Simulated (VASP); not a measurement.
GaAs (qscan):

```xyz
2
Lattice="0.0000 2.8751 2.8751 2.8751 0.0000 2.8751 2.8751 2.8751 0.0000" Properties=species:S:1:pos:R:3 pbc="T T T"
Ga    0.0000    0.0000    0.0000
As    4.3126    4.3126    4.3126
```

- Program: VASP 6.6.1
- Task: relaxation of cell and atoms
- Functional: r2SCAN
- Potentials or basis: VASP PAW PBE potentials, release 64 (Ga_d, As)
- Cutoff: 600 eV
- k mesh: 8 × 8 × 8
- Occupations: gaussian, width 0.02 eV
- Spin: no spin polarisation

At the start: pressure -2.8 GPa; volume 23.77 Å³/atom.

Question: Where does the relaxation end?

Answer: Over 7 steps the energy falls by 9.4 meV/atom and the volume is 22.77 Å³/atom (-4.2 %); space group F-43m (No. 216, to 0.05 Å).

The path:
| step | energy change (eV) | largest force (eV/Å) | pressure (GPa) | volume (Å³) |
| --- | --- | --- | --- | --- |
| 1 | 0.0000 | 0.0000 | -2.84 | 47.53 |
| 2 | -0.0154 | 0.0000 | 1.37 | 44.70 |
| 3 | -0.0188 | 0.0000 | -0.04 | 45.50 |
| 4 | -0.0188 | 0.0000 | 0.13 | 45.46 |
| 5 | -0.0188 | 0.0000 | -0.13 | 45.58 |
| 6 | -0.0188 | 0.0000 | 0.07 | 45.51 |
| 7 | -0.0188 | 0.0000 | 0.01 | 45.53 |

Final structure:
```cif
data_structure
_symmetry_space_group_name_H-M 'P 1'
_symmetry_Int_Tables_number 1
_cell_length_a 4.0081
_cell_length_b 4.0081
_cell_length_c 4.0081
_cell_angle_alpha 60.000
_cell_angle_beta 60.000
_cell_angle_gamma 60.000
_cell_volume 45.53
loop_
_atom_site_label
_atom_site_type_symbol
_atom_site_fract_x
_atom_site_fract_y
_atom_site_fract_z
_atom_site_occupancy
Ga1 Ga 0.00000 0.00000 0.00000 1
As1 As 0.75000 0.75000 0.75000 1
```

Caveat: the PAW data sets were made with another functional, which shifts forces and pressure a little.
